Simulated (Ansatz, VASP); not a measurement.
**Two plane-wave programs on Pt**

```
CELL_PARAMETERS angstrom
2.71403 0.00000 0.00000
-1.35702 2.35042 0.00000
0.00000 0.00000 4.61855
ATOMIC_POSITIONS crystal
Pt 0.66667 0.33333 0.75000
Pt 0.33333 0.66667 0.25000
```

Alike in both runs: functional PBEsol; dispersion D3(BJ); k mesh 11 × 11 × 6; occupations fermi-dirac, width 0.1 eV; no spin polarisation.

Ansatz relaxed the structure, and its values are those at the end. VASP's run is a single point on that final structure, the one shown.

```csv
,VASP,Ansatz
version,VASP 6.6.1,Ansatz 0.2.0
potentials or method,"VASP PAW PBE potentials, release 64 (Pt)","plane waves, PAW"
plane-wave cutoff (eV),520,420
valence electrons in the cell,20,36
```

```tsv
	VASP	Ansatz	Ansatz less VASP
pressure (GPa)	-0.4	0.0	+0.39
```

VASP's potentials were made for PBE, not for PBEsol. VASP's potentials hold 20 valence electrons a cell and Ansatz's 36, so a difference there can come from the potentials and not from the codes.

Spin-orbit coupling is off throughout.
